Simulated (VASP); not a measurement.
Input of a VASP 6.6.1 run:

File INCAR:

```
PREC = Accurate ; ENCUT = 520
EDIFF = 1E-7 ; ISMEAR = 0
SIGMA = 0.05 ; LREAL = F
LASPH = T ; NELM = 60
ALGO = Normal ; ISIF = 2
LWAVE = F ; LCHARG = F
GGA = PE ; NBANDS = 15
```

File KPOINTS:

```
Automatic mesh
0
Gamma
  6 6 4
```

Contents of POSCAR:

```
MgI2
1.0
    4.2707668538      0.0000000000      0.0000000000
   -2.1353834269      3.6985925890      0.0000000000
    0.0000000000      0.0000000000      6.4909649688
Mg I
1 2
Direct
    0.0000000000      0.0000000000      0.0000000000
    0.3333333333      0.6666666667      0.7576300000
    0.6666666667      0.3333333333      0.2423700000
```

Potentials or basis: VASP PAW PBE potentials, release 64 (Mg, I).

Command:

```sh
$ cat potpaw_PBE.64/Mg/POTCAR potpaw_PBE.64/I/POTCAR > POTCAR
$ mpirun -np 1 vasp_std > vasp.out
```

(1) What does it give for the largest force?

(2) Estimate the band gap on the k mesh.

(3) Predict the pressure.

Answers

(1) 0.205 eV/Å.

(2) 3.12 eV, indirect (least direct gap 3.14 eV).

(3) 1.2 GPa.

Caveat: spin-orbit coupling is left out, which moves the levels of the heavy elements; this functional lacks dispersion, which binds the layers, so the pressure and a relaxed spacing across them are unreliable.
